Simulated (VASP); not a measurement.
Wanted: the native input for a VASP 6.6.1 run.

| Item | Value |
| --- | --- |
| Task | relaxation of cell and atoms |
| Functional | PBE |
| Potentials or basis | VASP PAW PBE potentials, release 64 (Sc_sv, Cd) |
| Cutoff | 600 eV |
| k mesh | 8 × 8 × 8 |
| Occupations | gaussian, width 0.1 eV |
| Spin | no spin polarisation |
| Dipole correction | no |
| Further INCAR settings | ALGO = Fast; EDIFF = 1e-07; IBRION = 2; EDIFFG = -0.01; NSW = 100; ISIF = 3 |

The structure of Sc2Cd lies in POSCAR:

```
Sc2Cd
1.0
    0.0000000000      4.1734548415      4.1734548415
    4.1734548415      0.0000000000      4.1734548415
    4.1734548415      4.1734548415      0.0000000000
Sc Cd
4 2
Direct
    0.1250000000      0.1250000000      0.1250000000
    0.6250000000      0.1250000000      0.1250000000
    0.1250000000      0.1250000000      0.6250000000
    0.1250000000      0.6250000000      0.1250000000
    0.5000000000      0.5000000000      0.5000000000
    0.7500000000      0.7500000000      0.7500000000
```

These files were run (other wordings do the same):

INCAR

```
  PREC = Accurate
  ENCUT = 600
  EDIFF = 1E-7
  ISMEAR = 0
  SIGMA = 0.1
  LREAL = False
  LASPH = True
  NELM = 80
  ALGO = Fast
  ISIF = 3
  LWAVE = False
  LCHARG = False
  GGA = PE
  IBRION = 2
  NSW = 100
  EDIFFG = -0.01
```

KPOINTS

```
Automatic mesh
0
Gamma
  8 8 8
```

Potentials or basis: VASP PAW PBE potentials, release 64 (Sc_sv, Cd).

Command:

```sh
$ cat potpaw_PBE.64/Sc_sv/POTCAR potpaw_PBE.64/Cd/POTCAR > POTCAR
$ mpirun -np 1 vasp_std > vasp.out
```

It gave:

```json
{
  "Relaxed volume": "24.14 Å³/atom",
  "Relaxed cell": "a = 5.894 Å, b = 5.894 Å, c = 5.894 Å, α = 60.00°, β = 60.00°, γ = 60.00°",
  "Space group after relaxing (to 0.1 Å)": "Fd-3m (No. 227)",
  "Energy gained by relaxing": "0.1 meV/atom",
  "Ionic steps": "2",
  "Pressure after relaxing": "0.0 GPa",
  "Band gap on the k mesh": "zero (bands 34 and 35 overlap by 0.43 eV)"
}
```

It took 5.6 min on 1 thread of Intel(R) Xeon(R) 6975P-C (Granite Rapids) (shared host), peak memory 0.45 GiB.
